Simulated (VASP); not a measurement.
Wanted: the native input for a VASP 6.6.1 run.

```yaml
Task: single point
Functional: PBE
Potentials_or_basis: VASP PAW PBE potentials, release 64 (Ru_pv)
Cutoff: 520 eV
k_mesh: 22 × 22 × 22
Occupations: gaussian, width 0.15 eV
Spin: no spin polarisation
Dipole_correction: no
Further_INCAR_settings: ALGO = Fast; EDIFF = 1e-06; NBANDS = 13
```

The structure of Ru lies in POSCAR:

```
Ru
1.0
    0.0000000000      2.1622814731      1.3605075029
    2.1622814731      0.0000000000      1.3605075029
    2.1622814731      2.1622814731      0.0000000000
Ru
1
Direct
    0.0000000000      0.0000000000      0.0000000000
```

This cell differs from its parent crystal: volume 12.722 Å^3 an atom, c/a of the conventional cell 0.6292.

These files were run (other wordings do the same):

INCAR

```
PREC = Accurate
ENCUT = 520
EDIFF = 1E-6
ISMEAR = 0
SIGMA = 0.15
LREAL = False
LASPH = True
NELM = 100
ALGO = Fast
ISIF = 2
LWAVE = False
LCHARG = False
GGA = PE
NBANDS = 13
```

KPOINTS

```
Automatic mesh
0
Gamma
  22 22 22
```

Potentials or basis: VASP PAW PBE potentials, release 64 (Ru_pv).

Launch:

```sh
$ cat potpaw_PBE.64/Ru_pv/POTCAR > POTCAR
$ mpirun -np 1 vasp_std > vasp.out
```

It gave:

The pressure is 41.1 GPa and the band gap on the k mesh is zero (band 7 reaches 16.27 eV, above the bottom of band 8 at 12.00 eV).

Wall time 110 s on 1 thread of Intel(R) Xeon(R) Platinum 8259CL CPU @ 2.50GHz (Skylake/Cascade Lake) (shared host), peak memory 0.24 GiB.
